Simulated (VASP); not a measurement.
The system is FeO.

```
Fe O
1.0
     3.50238    0.00000    0.00000
     0.00000    3.50238    0.00000
     0.00000    0.00000    4.36047
Fe O
2 2
Direct
  0.00000 0.50000 0.00000
  0.50000 0.00000 0.50000
  0.00000 0.00000 0.25000
  0.00000 0.00000 0.75000
```

Base run:

```yaml
Program: VASP 6.6.1
Functional: LDA
Potentials_or_basis: VASP PAW LDA potentials, release 64 (Fe, O)
Cutoff: 520 eV
k_mesh: 5 × 5 × 5
Occupations: gaussian, width 0.05 eV
Spin: collinear spin, ferromagnetic start
Starting_moments: "[4.0, 4.0, 0.0, 0.0] μB"
Hubbard_terms: Fe d U = 3.0 eV
```

Its results: pressure -10.6 GPa; net moment 7.63 μB per cell; site moments Fe +3.60; O +0.15 μB.

Question: The run is repeated on the same cell with these changes: moments at the start from [4.0, 4.0, 0.0, 0.0] to [3.62, 3.62, 0.17, 0.17]. What comes out?

Answer: Pressure -13.9 GPa; net moment 7.54 μB per cell; site moments Fe +3.62; O +0.14 μB.

Caveats: only a ferromagnetic start was run, and an antiferromagnetic order may lie lower in energy.
